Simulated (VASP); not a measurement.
# PbF2 (I4/mmm) in VASP: further runs

PbF2 is run at these levels: PBE; tasks: single point.

Everything below comes from runs of VASP 6.6.1. Logs are shortened: lines on timing, memory, paths and dates and some standing lists are left out, and cuts for length are marked.

## Step 1: The cell of the first run

Symmetry: I4/mmm, No. 139, tetragonal system. Conventional cell: a = 4.715 Å, b = 4.715 Å, c = 4.714 Å, α = 90.00°, β = 90.00°, γ = 90.00°. Within 3.5 Å of Pb (site symmetry 4/mmm) lie 8 F at 2.64 Å. Within 3.1 Å of F (site symmetry -4m2) lie 2 F at 2.36 Å and 4 Pb at 2.64 Å.

## Step 2: Single point, PBE

File INCAR:

```
ALGO = Normal
EDIFF = 1E-6
ENCUT = 520
GGA = PE
ISIF = 2
ISMEAR = 0
LASPH = T
LCHARG = F
LREAL = F
LWAVE = F
NBANDS = 21
NELM = 60
PREC = Accurate
SIGMA = 0.05
```

File KPOINTS:

```
k-points
0
Gamma
  8 8 8
```

File POSCAR:

```
PbF2
1.0
    0.0000000000      3.3337117321      2.3569341946
    3.3337117321      0.0000000000      2.3569341946
    3.3337117321      3.3337117321      0.0000000000
Pb F
1 2
Direct
    0.0000000000      0.0000000000      0.0000000000
    0.2500000000      0.2500000000      0.2500000000
    0.7500000000      0.7500000000      0.7500000000
```

Potentials or basis: VASP PAW PBE potentials, release 64 (Pb_d, F).

Launch:

```console
> cat potpaw_PBE.64/Pb_d/POTCAR potpaw_PBE.64/F/POTCAR > POTCAR
> mpirun -np 1 vasp_std > vasp.out
```

OUTCAR:

```text
EDIFF = 1E-6
   ENCUT = 520
   GGA = PE
   ISIF = 2
   ISMEAR = 0
   LASPH = T
   LREAL = F
   NELM = 60
   PREC = Accurate

 ion  position               nearest neighbor table
   1  0.000  0.000  0.000-   2 2.64   3 2.64   3 2.64   3 2.64   3 2.64   2 2.64   2 2.64   2 2.64

   2  0.250  0.250  0.250-   1 2.64   1 2.64   1 2.64   1 2.64
   3  0.750  0.750  0.750-   1 2.64   1 2.64   1 2.64   1 2.64

  LATTYP: Found a body centered tetragonal cell.
 ALAT       =     4.7145803446
 C/A-ratio  =     0.9998489886

  Lattice vectors:

 A1 = (   0.0000000000,  -3.3337117321,  -2.3569341946)
 A2 = (   0.0000000000,   3.3337117321,  -2.3569341946)
 A3 = (   3.3337117321,   0.0000000000,   2.3569341946)

Analysis of symmetry for initial positions (statically):
=====================================================================
 Subroutine PRICEL returns:
 Original cell was already a primitive cell.

 Routine SETGRP: Setting up the symmetry group for a
 body centered tetragonal supercell.

 Subroutine GETGRP returns: Found 16 space group operations
 (whereof 16 operations were pure point group operations)
 out of a pool of 16 trial point group operations.

The static configuration has the point symmetry D_4h.

Analysis of symmetry for dynamics (positions and initial velocities):
=====================================================================
 Subroutine PRICEL returns:
 Original cell was already a primitive cell.

 Routine SETGRP: Setting up the symmetry group for a
 body centered tetragonal supercell.

 Subroutine GETGRP returns: Found 16 space group operations
 (whereof 16 operations were pure point group operations)
 out of a pool of 16 trial point group operations.

The dynamic configuration has the point symmetry D_4h.

 Subroutine INISYM returns: Found 16 space group operations
 (whereof 16 operations are pure point group operations),
 and found     1 'primitive' translations

----------------------------------------------------------------------------------------

                                     Primitive cell

  volume of cell :      52.3882

  direct lattice vectors                    reciprocal lattice vectors
     0.000000000  3.333711732  2.356934195    -0.149982974  0.149982974  0.212139991
     3.333711732  0.000000000  2.356934195     0.149982974 -0.149982974  0.212139991
     3.333711732  3.333711732  0.000000000     0.149982974  0.149982974 -0.212139991

  length of vectors
     4.082740833  4.082740833  4.714580345     0.299988601  0.299988601  0.299988601

  position of ions in fractional coordinates (direct lattice)
     0.000000000  0.000000000  0.000000000
     0.250000000  0.250000000  0.250000000
     0.750000000  0.750000000  0.750000000

  ion indices of the primitive-cell ions
   primitive index   ion index
                 1           1
                 2           2
                 3           3

----------------------------------------------------------------------------------------

 KPOINTS: k-points

Automatic generation of k-mesh.
 Grid dimensions read from file:
 generate k-points for:    8    8    8

 Generating k-lattice:

  Cartesian coordinates                     Fractional coordinates (reciprocal lattice)
    -0.018747872  0.018747872  0.026517499     0.125000000  0.000000000  0.000000000
     0.018747872 -0.018747872  0.026517499     0.000000000  0.125000000  0.000000000
     0.018747872  0.018747872 -0.026517499     0.000000000  0.000000000  0.125000000

  Length of vectors
     0.037498575  0.037498575  0.037498575

  Shift w.r.t. Gamma in fractional coordinates (k-lattice)
     0.000000000  0.000000000  0.000000000

 Subroutine IBZKPT returns following result:
 ===========================================

 Found     59 irreducible k-points:

 Following reciprocal coordinates:
            Coordinates               Weight
  0.000000  0.000000  0.000000      1.000000
  0.125000  0.000000  0.000000      8.000000
  0.250000  0.000000  0.000000      8.000000
  0.375000  0.000000  0.000000      8.000000
  0.500000  0.000000  0.000000      4.000000
  0.125000  0.125000  0.000000      2.000000
[... 16 lines left out ...]
  0.250000  0.000000  0.125000     16.000000
  0.375000  0.000000  0.125000     16.000000
 [... further k-points ...]
   k-points           NKPTS =     59   k-points in BZ     NKDIM =     59   number of bands    NBANDS=     21
   number of dos      NEDOS =    301   number of ions     NIONS =      3
   total plane-waves  NPLWV =  32400
   dimension x,y,z NGX =    30 NGY =   30 NGZ =   36
   dimension x,y,z NGXF=    60 NGYF=   60 NGZF=   72
   ions per type =               1   2
   NGX,Y,Z   is equivalent  to a cutoff of  12.22, 12.22, 12.69 a.u.
   NGXF,Y,Z  is equivalent  to a cutoff of  24.43, 24.43, 25.39 a.u.
 SYSTEM =  unknown system
   PREC   = accura    normal or accurate (medium, high low for compatibility)
   ISTART =      0    job   : 0-new  1-cont  2-samecut
[... 41 lines left out ...]
  volume of cell :       52.39
 maximum number of plane-waves:      1437
   NGX = 15   NGY = 15   NGZ = 17

 number of electron      28.0000003 magnetization

 Free energy of the ion-electron system (eV)
  ---------------------------------------------------
  ext. energy  EPLUGINS =         0.00000000
  ---------------------------------------------------
  free energy    TOTEN  =       -13.51266553 eV

  energy without entropy =      -13.51266553  energy(sigma->0) =      -13.51266553

 E-fermi :   2.6498     XC(G=0):  -9.4556

 val. band max:        2.3552249094   @ k =   0.5000   0.5000   0.0000
 cond. band min:       5.2732253091   @ k =   0.2500   0.2500   0.0000
 fundamental gap:      2.9180003997
 Fermi energy:         2.6497860361

 k-point     1 :       0.0000    0.0000    0.0000
  band No.  band energies     occupation
      1     -18.8889      2.00000
      2     -17.8531      2.00000
      3     -12.9349      2.00000
      4     -12.9349      2.00000
      5     -12.9041      2.00000
      6     -12.8286      2.00000
[... 13 lines left out ...]
     20      16.3873      0.00000
     21      16.3873      0.00000

 k-point     2 :       0.1250    0.0000    0.0000
  band No.  band energies     occupation
      1     -18.8464      2.00000
      2     -17.8986      2.00000
      3     -12.9303      2.00000
      4     -12.9193      2.00000
      5     -12.9059      2.00000
      6     -12.8244      2.00000
[... 13 lines left out ...]
     20      15.9852      0.00000
     21      16.8773      0.00000

 k-point     3 :       0.2500    0.0000    0.0000
  band No.  band energies     occupation
      1     -18.7296      2.00000
      2     -18.0198      2.00000
      3     -12.9226      2.00000
      4     -12.9115      2.00000
      5     -12.8847      2.00000
      6     -12.8104      2.00000
[... 13 lines left out ...]
     20      15.3585      0.00000
     21      18.0431      0.00000

 k-point     4 :       0.3750    0.0000    0.0000
  band No.  band energies     occupation
      1     -18.5649      2.00000
      2     -18.1862      2.00000
      3     -12.9193      2.00000
      4     -12.9174      2.00000
      5     -12.8566      2.00000
      6     -12.7918      2.00000
[... 13 lines left out ...]
     20      15.9763      0.00000
     21      19.2928      0.00000

 k-point     5 :       0.5000    0.0000    0.0000
  band No.  band energies     occupation
      1     -18.4057      2.00000
      2     -18.3451      2.00000
      3     -12.9201      2.00000
      4     -12.9189      2.00000
      5     -12.8466      2.00000
      6     -12.7830      2.00000
[... 13 lines left out ...]
     20      16.6072      0.00000
     21      18.8994      0.00000
[... 382 lines left out ...]
     20      17.7587      0.00000
     21      18.1391      0.00000

 k-point    22 :       0.1250    0.0000    0.1250
  band No.  band energies     occupation
      1     -18.8665      2.00000
      2     -17.8698      2.00000
      3     -12.9214      2.00000
      4     -12.9145      2.00000
      5     -12.9078      2.00000
      6     -12.8257      2.00000
[... 13 lines left out ...]
     20      16.3381      0.00000
     21      16.4943      0.00000

 k-point    23 :       0.2500    0.0000    0.1250
  band No.  band energies     occupation
      1     -18.8074      2.00000
      2     -17.9258      2.00000
      3     -12.9130      2.00000
      4     -12.9114      2.00000
      5     -12.8827      2.00000
      6     -12.8180      2.00000
[... 13 lines left out ...]
     20      15.8067      0.00000
     21      17.4432      0.00000

 k-point    24 :       0.3750    0.0000    0.1250
  band No.  band energies     occupation
      1     -18.6872      2.00000
      2     -18.0485      2.00000
      3     -12.9184      2.00000
      4     -12.9060      2.00000
      5     -12.8529      2.00000
      6     -12.8017      2.00000
[... 13 lines left out ...]
     20      15.6517      0.00000
     21      18.4699      0.00000

 [... further k-points ...]

------------------------ aborting loop because EDIFF is reached ----------------------------------------

  FORCE on cell =-STRESS in cart. coord.  units (eV):
  Direction    XX          YY          ZZ          XY          YZ          ZX
  --------------------------------------------------------------------------------------
  -------------------------------------------------------------------------------------
  Total       -2.6209970     -2.6209970      5.8143902      0.0000000     -0.0000000     -0.0000000
  in kB      -80.1573893    -80.1573893    177.8202491      0.0000000     -0.0000000     -0.0000000
  external PRESSURE =       5.8351568 kB  Pullay stress =       0.0000000 kB

 VOLUME and BASIS-vectors are now :
 -----------------------------------------------------------------------------
  energy-cutoff  :      520.00
  volume of cell :       52.39
      direct lattice vectors                 reciprocal lattice vectors
     0.000000000  3.333711732  2.356934195    -0.149982974  0.149982974  0.212139991
     3.333711732  0.000000000  2.356934195     0.149982974 -0.149982974  0.212139991
     3.333711732  3.333711732  0.000000000     0.149982974  0.149982974 -0.212139991

 POSITION                                       TOTAL-FORCE (eV/Angst)
 -----------------------------------------------------------------------------------
      0.00000      0.00000      0.00000        -0.000000     -0.000000      0.000000
      1.66686      1.66686      1.17847        -0.000000      0.000000     -0.000000
      5.00057      5.00057      3.53540         0.000000      0.000000      0.000000
 -----------------------------------------------------------------------------------
    total drift:                                0.000000     -0.000000      0.000000

  FREE ENERGIE OF THE ION-ELECTRON SYSTEM (eV)
  ---------------------------------------------------
  free  energy   TOTEN  =       -13.5126655334 eV

  energy  without entropy=      -13.5126655334  energy(sigma->0) =      -13.51266553
```

Wall time 37 s (1 thread of Intel Xeon Platinum 8488C (Sapphire Rapids), shared host); peak memory 0.21 GiB.

What came out:

- Free energy: -13.5127 eV
- Pressure: 0.6 GPa
- Band gap on the k mesh: 2.92 eV, indirect (least direct gap 3.31 eV)

Caveat: spin-orbit coupling is left out, which moves the levels of the heavy elements.

## Step 3: Single point, PBE

This run uses another cell than the first one, of the same volume but with other edges.

File INCAR:

```
SYSTEM = PbF2
ALGO = Normal ; EDIFF = 1E-7
ENCUT = 520 ; GGA = PE
ISIF = 2 ; ISMEAR = 0
LASPH = .True. ; LCHARG = .False.
LREAL = .False. ; LWAVE = .False.
NBANDS = 21 ; NELM = 100
PREC = Accurate ; SIGMA = 0.05
```

File KPOINTS:

```
k-points
0
Gamma
  8 8 8
  0 0 0
```

File POSCAR:

```
PbF2
1.0
    0.0000000000      2.6459687553      3.7413998199
    2.6459687553      0.0000000000      3.7413998199
    2.6459687553      2.6459687553      0.0000000000
Pb F
1 2
Direct
    0.0000000000      0.0000000000      0.0000000000
    0.2500000000      0.2500000000      0.2500000000
    0.7500000000      0.7500000000      0.7500000000
```

Potentials or basis: VASP PAW PBE potentials, release 64 (Pb_d, F).

Launch:

```console
> cat potpaw_PBE.64/Pb_d/POTCAR potpaw_PBE.64/F/POTCAR > POTCAR
> mpirun -np 1 vasp_std > vasp.out
```

Wall time 41 s (1 thread of Intel Xeon Platinum 8488C (Sapphire Rapids), shared host); peak memory 0.21 GiB.

The run converged. Its results:

```
Free energy            : -13.4752 eV
Pressure               : -1.5 GPa
Band gap on the k mesh : 2.71 eV, indirect (least direct gap 3.23 eV)
```

Stress tensor (GPa, compression positive):
```
  7.44   0.00   0.00
  0.00   7.44   0.00
  0.00   0.00 -19.22
```

Levels at points of the mesh, in eV from the valence-band top:
| k point | band 11 | band 12 | band 13 | band 14 | band 15 | band 16 | band 17 | band 18 |
| --- | --- | --- | --- | --- | --- | --- | --- | --- |
| (0.00, 0.00, 0.00) | -2.38 | -1.95 | -0.84 | -0.84 | 6.17 | 6.17 | 7.47 | 10.38 |
| (0.50, 0.00, 0.00) | -2.04 | -1.87 | -1.62 | -0.46 | 3.03 | 7.27 | 7.64 | 12.83 |
| (0.50, 0.50, 0.00) | -1.85 | -0.71 | -0.71 | 0.00 | 4.63 | 7.30 | 7.30 | 9.02 |
| (0.50, 0.00, 0.50) | -2.02 | -1.26 | -0.54 | -0.52 | 2.71 | 5.17 | 7.80 | 8.18 |

Caveat: spin-orbit coupling is left out, which moves the levels of the heavy elements.

## Step 4: Single point, PBE

This run uses another cell than the first one, of the same volume but with other edges.

File INCAR:

```
SYSTEM = PbF2
PREC     = Accurate       ! precision mode
ENCUT    = 520            ! plane-wave cutoff, eV
EDIFF    = 1E-6           ! SCF threshold, eV
ISMEAR   = 0              ! smearing method
SIGMA    = 0.05           ! smearing width, eV
LREAL    = .FALSE.        ! projectors in reciprocal space
LASPH    = .TRUE.         ! aspherical terms in the spheres
NELM     = 80             ! most SCF steps
ALGO     = Normal         ! electronic algorithm
ISIF     = 2              ! what is computed and relaxed
LWAVE    = .FALSE.        ! write WAVECAR
LCHARG   = .FALSE.        ! write CHGCAR
GGA      = PE             ! functional
NBANDS   = 21             ! bands
```

File KPOINTS:

```
regular mesh
0
G
  8 8 8
  0 0 0
```

File POSCAR:

```
PbF2
1.0
    0.0000000000      3.1351732101      2.6648972286
    3.1351732101      0.0000000000      2.6648972286
    3.1351732101      3.1351732101      0.0000000000
Pb F
1 2
Direct
    0.0000000000      0.0000000000      0.0000000000
    0.2500000000      0.2500000000      0.2500000000
    0.7500000000      0.7500000000      0.7500000000
```

Launch:

```console
> cat potpaw_PBE.64/Pb_d/POTCAR potpaw_PBE.64/F/POTCAR > POTCAR
> mpirun -np 1 vasp_std > vasp.out
```

Wall time 66 s (1 thread of Intel Xeon Platinum 8488C (Sapphire Rapids), shared host); peak memory 0.21 GiB.

The run converged. Its results:

```
Free energy            : -14.1824 eV
Pressure               : 1.4 GPa
Band gap on the k mesh : 3.80 eV, indirect (least direct gap 4.28 eV)
```

Stress tensor (GPa, compression positive):
```
-1.71  0.00  0.00
 0.00 -1.71  0.00
 0.00  0.00  7.51
```

Levels at points of the mesh, in eV from the valence-band top:
```tsv
k point	band 11	band 12	band 13	band 14	band 15	band 16	band 17	band 18
(0.00, 0.00, 0.00)	-2.46	-2.45	-2.45	-1.29	6.09	6.82	6.82	10.39
(0.50, 0.00, 0.00)	-2.53	-2.36	-2.14	-0.32	4.47	7.23	7.44	12.75
(0.50, 0.50, 0.00)	-1.79	-1.79	-1.09	-1.09	3.94	7.35	7.35	8.83
(0.50, 0.00, 0.50)	-1.98	-1.84	-1.09	-0.19	4.08	7.05	8.02	8.67
```

Caveat: spin-orbit coupling is left out, which moves the levels of the heavy elements. A k mesh can miss the band edges.

## Step 5: Single point, PBE

This run uses another cell than the first one, of the same volume but with other edges.

File INCAR:

```
ALGO     = Normal         # electronic algorithm
EDIFF    = 1E-7           # SCF threshold, eV
ENCUT    = 520            # plane-wave cutoff, eV
GGA      = PE             # functional
ISIF     = 2              # what is computed and relaxed
ISMEAR   = 0              # smearing method
LASPH    = T              # aspherical terms in the spheres
LCHARG   = T              # write CHGCAR
LELF     = T              # ELF
LREAL    = F              # projectors in reciprocal space
LVHAR    = T            
LWAVE    = F              # write WAVECAR
NBANDS   = 21             # bands
NELM     = 100            # most SCF steps
PREC     = Accurate       # precision mode
SIGMA    = 0.05           # smearing width, eV
```

File KPOINTS:

```
k-points
0
Gamma
  8 8 8
```

File POSCAR:

```
PbF2
1.0
    0.0000000000      2.7947358504      3.3536830204
    2.7947358504      0.0000000000      3.3536830204
    2.7947358504      2.7947358504      0.0000000000
Pb F
1 2
Direct
    0.0000000000      0.0000000000      0.0000000000
    0.2500000000      0.2500000000      0.2500000000
    0.7500000000      0.7500000000      0.7500000000
```

Launch:

```console
> cat potpaw_PBE.64/Pb_d/POTCAR potpaw_PBE.64/F/POTCAR > POTCAR
> mpirun -np 1 vasp_std > vasp.out
```

It took 64 s on 1 thread of Intel Xeon Platinum 8488C (Sapphire Rapids), shared host; peak memory 0.21 GiB.

It converged, with:

| Property | Result |
| --- | --- |
| Free energy | -14.1317 eV |
| Pressure | 0.9 GPa |
| Band gap on the k mesh | 3.62 eV, indirect (least direct gap 4.47 eV) |

Stress tensor (GPa, compression positive):
```
 4.63  0.00  0.00
 0.00  4.63  0.00
 0.00  0.00 -6.50
```

Levels at points of the mesh, in eV from the valence-band top:
```
           k point  band 10  band 11  band 12  band 13  band 14  band 15  band 16  band 17  band 18  band 19
(0.00, 0.00, 0.00)    -2.69    -2.69    -2.42    -1.66    -1.66     6.26     6.26     7.08    10.35    13.46
(0.50, 0.00, 0.00)    -2.87    -2.52    -2.36    -2.14    -0.38     4.21     7.32     7.48    12.90    12.95
(0.50, 0.50, 0.00)    -3.43    -2.07    -1.42    -1.42     0.00     4.50     7.55     7.55     8.72    12.88
(0.50, 0.00, 0.50)    -3.69    -2.12    -1.34    -1.30    -0.84     3.62     6.53     7.98     8.60    14.47
```

Caveat: spin-orbit coupling is left out, which moves the levels of the heavy elements.

## Step 6: Overview

```tsv
cell	gap on the mesh (eV)	pressure (GPa)
a = 4.083, b = 4.083, c = 4.715 Å, angles 54.7, 54.7, 70.5°, 3 atoms	2.92	0.6
a = 4.582, b = 4.582, c = 3.742 Å, angles 65.9, 65.9, 48.2°, 3 atoms	2.71	-1.5
a = 4.115, b = 4.115, c = 4.434 Å, angles 57.4, 57.4, 65.2°, 3 atoms	3.80	1.4
a = 4.366, b = 4.366, c = 3.952 Å, angles 63.1, 63.1, 53.8°, 3 atoms	3.62	0.9
```

Alike in all rows: task single point; level PBE; potentials or basis VASP PAW PBE potentials, release 64 (Pb_d, F); no spin polarisation; k mesh 8 × 8 × 8; cutoff (eV) 520; smearing gaussian 0.05 eV.

Caveats: spin-orbit coupling is left out, which moves the levels of the heavy elements.

Absolute energies hang on the potentials; compare differences alone.
